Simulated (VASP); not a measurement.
Wanted: the native input for a VASP 6.6.1 run.

```
Task                   : single point
Functional             : PBE
Potentials or basis    : VASP PAW PBE potentials, release 64 (Na_pv, Cl)
Cutoff                 : 520 eV
k mesh                 : 8 × 8 × 8
Occupations            : gaussian, width 0.02 eV
Spin                   : no spin polarisation
Dipole correction      : no
Further INCAR settings : ALGO = Normal; EDIFF = 1e-06; NBANDS = 14
```

The structure of NaCl lies in POSCAR:

```
NaCl
1.0
    0.0000000000      2.8192736807      2.8192736807
    2.8192736807      0.0000000000      2.8192736807
    2.8192736807      2.8192736807      0.0000000000
Na Cl
1 1
Direct
    0.0000000000      0.0000000000      0.0000000000
    0.5000000000      0.5000000000      0.5000000000
```

The input as run:

INCAR

```
SYSTEM = NaCl
  ALGO = Normal
  EDIFF = 1E-6
  ENCUT = 520
  GGA = PE
  ISIF = 2
  ISMEAR = 0
  LASPH = .TRUE.
  LCHARG = .FALSE.
  LREAL = .FALSE.
  LWAVE = .FALSE.
  NBANDS = 14
  NELM = 100
  PREC = Accurate
  SIGMA = 0.02
```

KPOINTS

```
k-points
0
G
  8 8 8
  0 0 0
```

Potentials or basis: VASP PAW PBE potentials, release 64 (Na_pv, Cl).

The run is started by

```console
$ cat potpaw_PBE.64/Na_pv/POTCAR potpaw_PBE.64/Cl/POTCAR > POTCAR
$ mpirun -np 1 vasp_std > vasp.out
```

Results of the run:

```
Pressure               : 0.7 GPa
Band gap on the k mesh : 5.11 eV
```

It took 9.7 s on 1 thread of Intel(R) Xeon(R) 6975P-C (Granite Rapids) (shared host), peak memory 0.16 GiB.
